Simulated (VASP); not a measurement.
# NaH: single point with PBE

NaH:

```
Na H
1.0
     0.00000    2.40015    2.40015
     2.40015    0.00000    2.40015
     2.40015    2.40015    0.00000
Na H
1 1
Direct
  0.00000 0.00000 0.00000
  0.50000 0.50000 0.50000
```

This cell differs from its parent crystal: volume scaled by 0.980.

```yaml
Program: VASP 6.6.1
Task: single point
Functional: PBE
Potentials_or_basis: VASP PAW PBE potentials, release 64 (Na_pv, H)
Cutoff: 520 eV
k_mesh: 12 × 12 × 12
Occupations: gaussian, width 0.05 eV
Spin: no spin polarisation
```

| Item | Value |
| --- | --- |
| Pressure | 0.4 GPa |
| Band gap on the k mesh | 3.79 eV, indirect (least direct gap 4.66 eV) |

Levels at points of the mesh, in eV from the valence-band top:
```
           k point  band 2  band 3  band 4  band 5  band 6  band 7
(0.00, 0.00, 0.00)  -22.07  -22.07   -3.67   10.60   15.75   15.75
(0.50, 0.00, 0.00)  -22.08  -22.08   -0.87    3.79   10.92   13.51
(0.50, 0.50, 0.00)  -22.10  -22.10   -0.18    4.68   10.11   10.80
```

It took 26 s on 1 thread of AMD EPYC 7R13 Processor (Zen 3), with other jobs on the host, peak memory 0.13 GiB.

 A k mesh can miss the band edges.
